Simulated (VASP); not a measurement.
Input of a VASP 6.6.1 run:

File INCAR:

```
SYSTEM = H
PREC = Accurate
ENCUT = 520
EDIFF = 1E-7
ISMEAR = 0
SIGMA = 0.05
LREAL = .False.
LASPH = .True.
NELM = 100
ALGO = Normal
ISIF = 2
LWAVE = .False.
LCHARG = .False.
GGA = PS
IBRION = 2
NSW = 80
EDIFFG = -0.01
```

KPOINTS

```
Automatic mesh
0
Gamma
  1 1 1
  0 0 0
```

POSCAR

```
H
1.0
    9.0000000000      0.0000000000      0.0000000000
    0.0000000000      9.5000000000      0.0000000000
    0.0000000000      0.0000000000     10.0000000000
H
2
Direct
    0.5000000000      0.5000000000      0.4625000000
    0.5000000000      0.5000000000      0.5375000000
```

Potentials or basis: VASP PAW PBE potentials, release 64 (H).

The run is started by

```console
$ cat potpaw_PBE.64/H/POTCAR > POTCAR
$ mpirun -np 1 vasp_gam > vasp.out
```

Problem. Estimate the gap between the frontier levels.

Solution. 9.94 eV.

Problem. Predict the energy gained by relaxing.

Solution. 0.6 meV/atom.

Final structure:
```
CELL_PARAMETERS angstrom
9.00000 0.00000 0.00000
0.00000 9.50000 0.00000
0.00000 0.00000 10.00000
ATOMIC_POSITIONS crystal
H 0.50000 0.50000 0.46208
H 0.50000 0.50000 0.53792
```
